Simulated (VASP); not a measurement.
# Cd3W (I4/mmm) in VASP: relaxation of cell and atoms with PBE

Aim: the relaxation of cell and atoms of Cd3W with PBE.

Everything below comes from runs of VASP 6.6.1. Logs are shortened: lines on timing, memory, paths and dates and some standing lists are left out, and cuts for length are marked.

### Step 1. The cell of the first run

The structure is tetragonal, space group I4/mmm (No. 139). The conventional cell has a = 4.286 Å, b = 4.286 Å, c = 9.575 Å, α = 90.00°, β = 90.00°, γ = 90.00°. Cd (site symmetry 4/mmm) has 4 W at 3.03 Å and 8 Cd at 3.21 Å within 4.0 Å. Within 4.0 Å of Cd (site symmetry -4m2) lie 8 Cd at 3.03 to 3.21 Å and 4 W at 3.21 Å. W (site symmetry 4/mmm) has 12 Cd at 3.03 to 3.21 Å within 4.0 Å.

### Step 2. Relaxation of cell and atoms, PBE

Input file INCAR:

```
SYSTEM = Cd3W
PREC = Accurate
ENCUT = 630
EDIFF = 1E-7
ISMEAR = 0
SIGMA = 0.1
LREAL = .FALSE.
LASPH = .TRUE.
NELM = 120
ALGO = Normal
ISIF = 3
LWAVE = .FALSE.
LCHARG = .FALSE.
GGA = PE
IBRION = 2
NSW = 90
EDIFFG = -0.04
GGA_COMPAT = .FALSE.
NELMIN = 4
```

Input file KPOINTS:

```
Automatic mesh
0
G
  6 6 6
  0 0 0
```

Input file POSCAR:

```
Cd3W
1.0
   -2.1432089856      2.1432089856      4.7874278639
    2.1432089856     -2.1432089856      4.7874278639
    2.1432089856      2.1432089856     -4.7874278639
Cd W
3 1
Direct
    0.5000000000      0.5000000000      0.0000000000
    0.2500000000      0.7500000000      0.5000000000
    0.7500000000      0.2500000000      0.5000000000
    0.0000000000      0.0000000000      0.0000000000
```

Potentials or basis: VASP PAW PBE potentials, release 64 (Cd_sv_GW, W_sv).

Started as:

```sh
$ cat potpaw_PBE.64/Cd_sv_GW/POTCAR potpaw_PBE.64/W_sv/POTCAR > POTCAR
$ mpirun -np 1 vasp_std > vasp.out
```

OUTCAR:

```text
SYSTEM = Cd3W
   PREC = Accurate
   ENCUT = 630
   EDIFF = 1E-7
   ISMEAR = 0
   LREAL = .FALSE.
   LASPH = .TRUE.
   NELM = 120
   ISIF = 3
   GGA = PE
   IBRION = 2
   NSW = 90
   EDIFFG = -0.04
   NELMIN = 4

 ion  position               nearest neighbor table
   1  0.500  0.500  0.000-   4 3.03   4 3.03   4 3.03   4 3.03
   2  0.250  0.750  0.500-
   3  0.750  0.250  0.500-
   4  0.000  0.000  0.000-   1 3.03   1 3.03   1 3.03   1 3.03

  LATTYP: Found a body centered tetragonal cell.
 ALAT       =     4.2864179712
 C/A-ratio  =     2.2337662337

  Lattice vectors:

 A1 = (  -2.1432089856,   2.1432089856,   4.7874278639)
 A2 = (   2.1432089856,  -2.1432089856,   4.7874278639)
 A3 = (   2.1432089856,   2.1432089856,  -4.7874278639)

Analysis of symmetry for initial positions (statically):
=====================================================================
 Subroutine PRICEL returns:
 Original cell was already a primitive cell.

 Routine SETGRP: Setting up the symmetry group for a
 body centered tetragonal supercell.

 Subroutine GETGRP returns: Found 16 space group operations
 (whereof 16 operations were pure point group operations)
 out of a pool of 16 trial point group operations.

The static configuration has the point symmetry D_4h.

Analysis of symmetry for dynamics (positions and initial velocities):
=====================================================================
 Subroutine PRICEL returns:
 Original cell was already a primitive cell.

 Routine SETGRP: Setting up the symmetry group for a
 body centered tetragonal supercell.

 Subroutine GETGRP returns: Found 16 space group operations
 (whereof 16 operations were pure point group operations)
 out of a pool of 16 trial point group operations.

The dynamic configuration has the point symmetry D_4h.

 Subroutine INISYM returns: Found 16 space group operations
 (whereof 16 operations are pure point group operations),
 and found     1 'primitive' translations

----------------------------------------------------------------------------------------

                                     Primitive cell

  volume of cell :      87.9612

  direct lattice vectors                    reciprocal lattice vectors
    -2.143208986  2.143208986  4.787427864     0.000000000  0.233295028  0.104440216
     2.143208986 -2.143208986  4.787427864     0.233295028  0.000000000  0.104440216
     2.143208986  2.143208986 -4.787427864     0.233295028  0.233295028  0.000000000

  length of vectors
     5.666229352  5.666229352  5.666229352     0.255605807  0.255605807  0.329928992

  position of ions in fractional coordinates (direct lattice)
     0.500000000  0.500000000  0.000000000
     0.250000000  0.750000000  0.500000000
     0.750000000  0.250000000  0.500000000
     0.000000000  0.000000000  0.000000000

  ion indices of the primitive-cell ions
   primitive index   ion index
                 1           1
                 2           2
                 3           3
                 4           4

----------------------------------------------------------------------------------------

 KPOINTS: Automatic mesh

Automatic generation of k-mesh.
 Grid dimensions read from file:
 generate k-points for:    6    6    6

 Generating k-lattice:

  Cartesian coordinates                     Fractional coordinates (reciprocal lattice)
     0.000000000  0.038882505  0.017406703     0.166666667 -0.000000000  0.000000000
     0.038882505  0.000000000  0.017406703    -0.000000000  0.166666667  0.000000000
     0.038882505  0.038882505  0.000000000     0.000000000  0.000000000  0.166666667

  Length of vectors
     0.042600968  0.042600968  0.054988165

  Shift w.r.t. Gamma in fractional coordinates (k-lattice)
     0.000000000  0.000000000  0.000000000

 Subroutine IBZKPT returns following result:
 ===========================================

 Found     30 irreducible k-points:

 Following reciprocal coordinates:
            Coordinates               Weight
  0.000000  0.000000  0.000000      1.000000
  0.166667  0.000000 -0.000000      8.000000
  0.333333 -0.000000  0.000000      8.000000
  0.500000 -0.000000  0.000000      4.000000
  0.166667  0.166667  0.000000      8.000000
  0.333333  0.166667  0.000000     16.000000
[... 16 lines left out ...]
 -0.333333 -0.333333  0.166667      8.000000
 -0.166667 -0.333333  0.166667      8.000000
 [... further k-points ...]
   k-points           NKPTS =     30   k-points in BZ     NKDIM =     30   number of bands    NBANDS=     44
   number of dos      NEDOS =    301   number of ions     NIONS =      4
   total plane-waves  NPLWV = 110592
   dimension x,y,z NGX =    48 NGY =   48 NGZ =   48
   dimension x,y,z NGXF=    96 NGYF=   96 NGZF=   96
   ions per type =               3   1
   NGX,Y,Z   is equivalent  to a cutoff of  14.08, 14.08, 14.08 a.u.
   NGXF,Y,Z  is equivalent  to a cutoff of  28.17, 28.17, 28.17 a.u.
 SYSTEM =  Cd3W
   PREC   = accura    normal or accurate (medium, high low for compatibility)
   ISTART =      0    job   : 0-new  1-cont  2-samecut
   ICHARG =      2    charge: 1-file 2-atom 10-const
   ISPIN  =      1    spin polarized calculation?
   LNONCOLLINEAR =      F non collinear calculations
   LSORBIT =      F    spin-orbit coupling
   LASPH  =      T    aspherical Exc in radial PAW
   ENCUT  =  630.0 eV  46.30 Ry    6.80 a.u.  11.60 11.60 11.60*2*pi/ulx,y,z
   NELM   =    120;   NELMIN=  4; NELMDL= -5     # of ELM steps
   EDIFF  = 0.1E-06   stopping-criterion for ELM
   LREAL  =      F    real-space projection
   EDIFFG = -.4E-01   stopping-criterion for IOM
   NSW    =     90    number of steps for IOM
   IBRION =      2    ionic relax: 0-MD 1-quasi-New 2-CG
   NFREE  =      1    steps in history (QN), initial steepest desc. (CG)
   ISIF   =      3    stress and relaxation
   ISYM   =      2    0-nonsym 1-usesym 2-fastsym
   POTIM  = 0.5000    time-step for ionic-motion
   TEBEG  =    0.0;   TEEND  =   0.0 temperature during run
   PSTRESS=    0.0 pullay stress
   NELECT =      74.0000    total number of electrons
   NUPDOWN=      -1.0000    fix difference up-down
   EMIN   =  10.00;   EMAX   =-10.00  energy-range for DOS
   EFERMI =   0.00;   METHOD = LEGACY
   ISMEAR =     0;   SIGMA  =   0.10  broadening in eV -4-tet -1-fermi 0-gaus
   EFERMI_NEDOS =   21; number of points for ismear=-14 and -15
   IALGO  =     38    algorithm
   IMIX   =      4    mixing-type and parameters
     AMIX     =   0.40;   BMIX     =  1.00
     AMIX_MAG =   1.60;   BMIX_MAG =  1.00
  volume/ion in A,a.u.               =      21.99       148.40
  Fermi-wavevector in a.u.,A,eV,Ry     =   1.545450  2.920477 32.496371  2.388416
  Thomas-Fermi vector in A             =   2.650827
   LORBIT       =      0    0 simple, 1 ext, 2 COOP (PROOUT), +10 PAW based schemes
   GGA     = PE    functional components
   LHFCALC =     F    Hartree Fock is set to
   AEXX    =    0.0000 exact exchange contribution
   IVDW    =     0    specifies the selected vdW correction
   LEPSILON=     F    determine dielectric tensor
   LRPA    =     F    only Hartree local field effects (RPA)
 conjugate gradient relaxation of ions
 non-spin polarized calculation
 Gauss-broadening in eV      SIGMA  =   0.10
  energy-cutoff  :      630.00
  volume of cell :       87.96
 maximum number of plane-waves:      3181
 NGX is ok and might be reduce to    48
   NGX = 23   NGY = 23   NGZ = 23

--------------------------------------- Ionic step        1  -------------------------------------------

 number of electron      74.0000003 magnetization

 Free energy of the ion-electron system (eV)
  ---------------------------------------------------
  ext. energy  EPLUGINS =         0.00000000
  ---------------------------------------------------
  free energy    TOTEN  =       -12.05601571 eV

  energy without entropy =      -12.03836302  energy(sigma->0) =      -12.04718936

------------------------ aborting loop because EDIFF is reached ----------------------------------------

  FORCE on cell =-STRESS in cart. coord.  units (eV):
  Direction    XX          YY          ZZ          XY          YZ          ZX
  --------------------------------------------------------------------------------------
  -------------------------------------------------------------------------------------
  Total       -5.0700308     -5.0700308     -4.7959805      0.0000000      0.0000000      0.0000000
  in kB      -92.3485118    -92.3485118    -87.3567987      0.0000000      0.0000000      0.0000000
  external PRESSURE =     -90.6846074 kB  Pullay stress =       0.0000000 kB
[... 213 lines left out ...]
  energy  without entropy=      -12.3518671803  energy(sigma->0) =      -12.35929848

--------------------------------------- Ionic step        7  -------------------------------------------

 number of electron      73.9999994 magnetization

 Free energy of the ion-electron system (eV)
  ---------------------------------------------------
  ext. energy  EPLUGINS =         0.00000000
  ---------------------------------------------------
  free energy    TOTEN  =       -12.36704755 eV

  energy without entropy =      -12.35192955  energy(sigma->0) =      -12.35948855

 E-fermi :   7.2616     XC(G=0): -12.0300

 val. band max:        7.2461865023   @ k =   0.1667   0.1667   0.1667
 cond. band min:       7.2685725449   @ k =  -0.1667   0.3333   0.1667
 fundamental gap:      0.0223860426
 Fermi energy:         7.2615516143

 k-point     1 :       0.0000    0.0000    0.0000
  band No.  band energies     occupation
      1     -95.2666      2.00000
      2     -95.2610      2.00000
      3     -95.1336      2.00000
      4     -66.6431      2.00000
      5     -56.3408      2.00000
      6     -56.3408      2.00000
[... 1117 lines left out ...]
     43      13.8597      0.00000
     44      14.2558      0.00000

 [... further k-points ...]

------------------------ aborting loop because EDIFF is reached ----------------------------------------

  FORCE on cell =-STRESS in cart. coord.  units (eV):
  Direction    XX          YY          ZZ          XY          YZ          ZX
  --------------------------------------------------------------------------------------
  -------------------------------------------------------------------------------------
  Total       -0.0045017     -0.0045017     -0.0369447      0.0000000      0.0000000     -0.0000000
  in kB       -0.0922950     -0.0922950     -0.7574505      0.0000000      0.0000000     -0.0000000
  external PRESSURE =      -0.3140135 kB  Pullay stress =       0.0000000 kB
[... 19 lines left out ...]
  FREE ENERGIE OF THE ION-ELECTRON SYSTEM (eV)
  ---------------------------------------------------
  free  energy   TOTEN  =       -12.3670475464 eV

  energy  without entropy=      -12.3519295547  energy(sigma->0) =      -12.35948855

 reached required accuracy - stopping structural energy minimisation
```

Wall time 10 min (1 thread of Intel Xeon 6975P-C (Granite Rapids), shared host); peak memory 0.46 GiB.

Results:

- Free energy: -12.3670 eV
- Relaxed volume: 19.54 Å³/atom
- Relaxed cell: a = 5.435 Å, b = 5.435 Å, c = 5.435 Å, α = 135.36°, β = 135.36°, γ = 64.97°
- Space group after relaxing (to 0.1 Å): I4/mmm (No. 139)
- Energy gained by relaxing: 77.8 meV/atom
- Ionic steps: 7
- Pressure after relaxing: 0.0 GPa
- Band gap on the k mesh: zero (bands 37 and 38 overlap by 1.26 eV)

Step by step:
```
step  energy change (eV)  largest force (eV/Å)  pressure (GPa)  volume (Å³)
   1              0.0000                0.0000           -9.07        87.96
   2             -0.1884                0.0000            8.13        73.05
   3             -0.3103                0.0000           -0.09        78.23
   4             -0.3103                0.0000            0.16        78.04
   5             -0.3108                0.0000           -0.12        78.24
   6             -0.3107                0.0000           -0.22        78.31
   7             -0.3110                0.0000           -0.03        78.15
```

Final structure:
```cif
data_structure
_symmetry_space_group_name_H-M 'P 1'
_symmetry_Int_Tables_number 1
_cell_length_a 5.4355
_cell_length_b 5.4355
_cell_length_c 5.4355
_cell_angle_alpha 135.362
_cell_angle_beta 135.362
_cell_angle_gamma 64.968
_cell_volume 78.15
loop_
_atom_site_label
_atom_site_type_symbol
_atom_site_fract_x
_atom_site_fract_y
_atom_site_fract_z
_atom_site_occupancy
Cd1 Cd 0.50000 0.50000 0.00000 1
Cd2 Cd 0.25000 0.75000 0.50000 1
Cd3 Cd 0.75000 0.25000 0.50000 1
W1 W 0.00000 0.00000 0.00000 1
```

Levels at points of the mesh, in eV from the Fermi level:
| k point | band 33 | band 34 | band 35 | band 36 | band 37 | band 38 | band 39 | band 40 | band 41 | band 42 |
| --- | --- | --- | --- | --- | --- | --- | --- | --- | --- | --- |
| (0.00, 0.00, 0.00) | -1.61 | -0.97 | -0.82 | -0.65 | -0.65 | 0.94 | 3.76 | 3.99 | 3.99 | 4.00 |
| (0.50, 0.00, 0.00) | -5.25 | -2.75 | -1.02 | -0.73 | -0.26 | 0.18 | 0.71 | 2.99 | 5.13 | 5.39 |
| (0.50, 0.50, 0.00) | -2.87 | -2.32 | -1.81 | -1.33 | -1.22 | -0.71 | 0.97 | 1.42 | 3.57 | 3.59 |
| (0.50, 0.50, 0.50) | -6.45 | -0.94 | -0.06 | 0.55 | 0.55 | 0.64 | 0.64 | 0.89 | 5.46 | 5.77 |

Caveat: spin-orbit coupling is left out, which moves the levels of the heavy elements.

The gap in the log of VASP goes by the Fermi energy; the results here count the filled bands.